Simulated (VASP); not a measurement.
# Te (P6/mmm) in VASP: notebook, part 2 of 2

VASP 6.6.1. Earlier steps stand in the parts before.

## (3) Relaxation of cell and atoms, RPBE

This run uses another cell than the first one, of 28.84 Å³/atom, 0.966 times its volume.

Input file INCAR:

```
SYSTEM = Te
ALGO = Normal
EDIFF = 1E-6
EDIFFG = -0.01
ENCUT = 600
GGA = RP
IBRION = 2
ISIF = 3
ISMEAR = -1
LASPH = .TRUE.
LCHARG = .FALSE.
LREAL = .FALSE.
LWAVE = .FALSE.
NELM = 60
NSW = 80
PREC = Accurate
SIGMA = 0.1
```

Input file KPOINTS:

```
k-points
0
G
  7 7 9
  0 0 0
```

Input file POSCAR:

```
Te
1.0
    5.4620799878      0.0000000000      0.0000000000
   -2.7310399939      4.7303000269      0.0000000000
    0.0000000000      0.0000000000      3.3482550325
Te
3
Direct
    0.0000000000      0.0000000000      0.0000000000
    0.3333333333      0.6666666667      0.5000000000
    0.6666666667      0.3333333333      0.5000000000
```

Potentials or basis: VASP PAW PBE potentials, release 64 (Te).

The run is started by

```console
> cat potpaw_PBE.64/Te/POTCAR > POTCAR
> mpirun -np 1 vasp_std > vasp.out
```

OUTCAR:

```text
SYSTEM = Te
   EDIFF = 1E-6
   EDIFFG = -0.01
   ENCUT = 600
   GGA = RP
   IBRION = 2
   ISIF = 3
   ISMEAR = -1
   LASPH = .TRUE.
   LREAL = .FALSE.
   NELM = 60
   NSW = 80
   PREC = Accurate

 ion  position               nearest neighbor table
   1  0.000  0.000  0.000-   2 3.57   3 3.57   2 3.57   3 3.57   2 3.57   2 3.57   3 3.57   3 3.57
                             3 3.57   3 3.57   2 3.57   2 3.57
   2  0.333  0.667  0.500-   3 3.15   3 3.15   3 3.15   1 3.57   1 3.57   1 3.57   1 3.57   1 3.57
                             1 3.57
   3  0.667  0.333  0.500-   2 3.15   2 3.15   2 3.15   1 3.57   1 3.57   1 3.57   1 3.57   1 3.57
                             1 3.57

  LATTYP: Found a hexagonal cell.
 ALAT       =     5.4620799878
 C/A-ratio  =     0.6130000000

  Lattice vectors:

 A1 = (   5.4620799878,   0.0000000000,   0.0000000000)
 A2 = (  -2.7310399939,   4.7303000269,   0.0000000000)
 A3 = (   0.0000000000,   0.0000000000,   3.3482550325)

Analysis of symmetry for initial positions (statically):
=====================================================================
 Subroutine PRICEL returns:
 Original cell was already a primitive cell.

 Routine SETGRP: Setting up the symmetry group for a
 hexagonal supercell.

 Subroutine GETGRP returns: Found 24 space group operations
 (whereof 24 operations were pure point group operations)
 out of a pool of 24 trial point group operations.

The static configuration has the point symmetry D_6h.

Analysis of symmetry for dynamics (positions and initial velocities):
=====================================================================
 Subroutine PRICEL returns:
 Original cell was already a primitive cell.

 Routine SETGRP: Setting up the symmetry group for a
 hexagonal supercell.

 Subroutine GETGRP returns: Found 24 space group operations
 (whereof 24 operations were pure point group operations)
 out of a pool of 24 trial point group operations.
[... 150 lines left out ...]
  free energy    TOTEN  =        -7.23425873 eV

  energy without entropy =       -7.16185262  energy(sigma->0) =       -7.19805567

------------------------ aborting loop because EDIFF is reached ----------------------------------------

  FORCE on cell =-STRESS in cart. coord.  units (eV):
  Direction    XX          YY          ZZ          XY          YZ          ZX
  --------------------------------------------------------------------------------------
  -------------------------------------------------------------------------------------
  Total        0.8623564      0.8623564      0.6659051      0.0000000      0.0000000      0.0000000
  in kB       15.9709998     15.9709998     12.3326854      0.0000000      0.0000000      0.0000000
  external PRESSURE =      14.7582283 kB  Pullay stress =       0.0000000 kB
[... 92 lines left out ...]
  FREE ENERGIE OF THE ION-ELECTRON SYSTEM (eV)
  ---------------------------------------------------
  free  energy   TOTEN  =        -7.2458082135 eV

  energy  without entropy=       -7.1696390045  energy(sigma->0) =       -7.20772361

[... ionic steps 4 to 8 ...]

--------------------------------------- Ionic step        9  -------------------------------------------

 number of electron      17.9999999 magnetization

------------------------ aborting loop because EDIFF is reached ----------------------------------------
[... 69 lines left out ...]
--------------------------------------- Ionic step       11  -------------------------------------------

 number of electron      17.9999999 magnetization

 Free energy of the ion-electron system (eV)
  ---------------------------------------------------
  ext. energy  EPLUGINS =         0.00000000
  ---------------------------------------------------
  free energy    TOTEN  =        -7.25161215 eV

  energy without entropy =       -7.16679108  energy(sigma->0) =       -7.20920162

 E-fermi :   7.3984     XC(G=0):  -9.8128

 val. band max:        7.3623247287   @ k =   0.0000   0.0000   0.2222
 cond. band min:       7.4116426325   @ k =   0.2857  -0.0000   0.1111
 fundamental gap:      0.0493179038
 Fermi energy:         7.3983805678

 k-point     1 :       0.0000    0.0000    0.0000
  band No.  band energies     occupation
      1      -6.2361      2.00000
      2      -3.0618      2.00000
      3      -3.0561      2.00000
      4       2.9756      2.00000
      5       2.9756      2.00000
      6       3.4225      2.00000
      7       3.4225      2.00000
      8       7.7726      0.04629
      9       9.9631      0.00000
     10       9.9631      0.00000
     11      10.4012      0.00000
     12      10.5780      0.00000
     13      12.6074      0.00000
[... 354 lines left out ...]
  band No.  band energies     occupation
      1      -4.4531      2.00000
      2      -3.9079      2.00000
      3      -3.6370      2.00000
      4       3.1826      2.00000
      5       3.8747      2.00000
      6       4.7862      2.00000
      7       5.6075      2.00000
      8       5.9652      2.00000
      9       6.7028      1.99810
     10       8.1940      0.00070
     11       8.2709      0.00032
     12       8.8745      0.00000
     13      13.8166      0.00000

 [... further k-points ...]
[... 5 lines left out ...]
  --------------------------------------------------------------------------------------
  -------------------------------------------------------------------------------------
  Total        0.0015260      0.0015260      0.0058711     -0.0000000      0.0000000      0.0000000
  in kB        0.0273921      0.0273921      0.1053845     -0.0000000      0.0000000      0.0000000
  external PRESSURE =       0.0533895 kB  Pullay stress =       0.0000000 kB
[... 18 lines left out ...]
  FREE ENERGIE OF THE ION-ELECTRON SYSTEM (eV)
  ---------------------------------------------------
  free  energy   TOTEN  =        -7.2516121537 eV

  energy  without entropy=       -7.1667910810  energy(sigma->0) =       -7.20920162

 reached required accuracy - stopping structural energy minimisation
```

OSZICAR:

```text
N       E                     dE             d eps       ncg     rms          rms(c)
DAV:   1     0.787824864646E+02    0.78782E+02   -0.72536E+03  1040   0.125E+03
DAV:   2    -0.244833578636E+01   -0.81231E+02   -0.78477E+02  1406   0.164E+02
DAV:   3    -0.718559285588E+01   -0.47373E+01   -0.46324E+01  1190   0.431E+01
[... 87 lines left out ...]
DAV:   3    -0.725164920693E+01    0.19404E-03   -0.22198E-04  1105   0.784E-02    0.333E-02
DAV:   4    -0.725161526021E+01    0.33947E-04   -0.76466E-05  1140   0.434E-02    0.710E-02
DAV:   5    -0.725161401223E+01    0.12480E-05   -0.18202E-06   811   0.100E-02    0.434E-02
DAV:   6    -0.725161208530E+01    0.19269E-05   -0.88948E-07   545   0.642E-03    0.438E-03
DAV:   7    -0.725161215371E+01   -0.68410E-07   -0.16608E-07   520   0.315E-03
  11 F= -.72516122E+01 E0= -.72092016E+01  d E =-.273095E-04
```

Wall time 6 min (1 thread of Intel Xeon 6975P-C, shared host); peak memory 0.26 GiB.

What came out:

```yaml
Free_energy: -7.2516 eV
Relaxed_volume: 29.75 Å³/atom
Relaxed_cell: a = 5.597 Å, b = 5.597 Å, c = 3.290 Å, α = 90.00°, β = 90.00°, γ = 120.00°
Space_group_after_relaxing_to_0.05_Å: P6/mmm (No. 191)
Energy_gained_by_relaxing: 5.8 meV/atom
Ionic_steps: 11
Pressure_after_relaxing: 0.0 GPa
Band_gap_on_the_k_mesh: zero (band 9 reaches 9.96 eV, above the bottom of band 10 at 5.57 eV)
```

The path:
```csv
step,energy change (eV),largest force (eV/Å),pressure (GPa),volume (Å³)
1,0.0000,0.0000,1.48,86.51
2,-0.0105,0.0000,-0.44,89.88
3,-0.0115,0.0000,-0.02,89.06
4,-0.0115,0.0000,-0.04,89.11
5,-0.0121,0.0000,-0.04,89.12
6,-0.0140,0.0000,-0.04,89.13
7,-0.0172,0.0000,0.04,89.13
8,-0.0172,0.0000,0.10,89.13
9,-0.0173,0.0000,0.07,89.13
10,-0.0171,0.0000,-0.18,89.64
11,-0.0174,0.0000,0.01,89.26
```

Final structure:
```yaml
crystal:
  lattice:
    - [5.59738, 0.00000, 0.00000]
    - [-2.79869, 4.84747, 0.00000]
    - [0.00000, 0.00000, 3.28966]
  atoms:
    - { symbol: Te, position: [0.00000, 0.00000, 0.00000] }
    - { symbol: Te, position: [0.33333, 0.66667, 0.50000] }
    - { symbol: Te, position: [0.66667, 0.33333, 0.50000] }
```

Levels at points of the mesh, in eV from the Fermi level:
```tsv
k point	band 7	band 8	band 9	band 10	band 11	band 12
(0.00, 0.00, 0.00)	-3.98	0.37	2.56	2.56	3.00	3.18
```

Caveat: the PAW data sets were made with another functional, which shifts forces and pressure a little; spin-orbit coupling is left out, which moves the levels of the heavy elements.
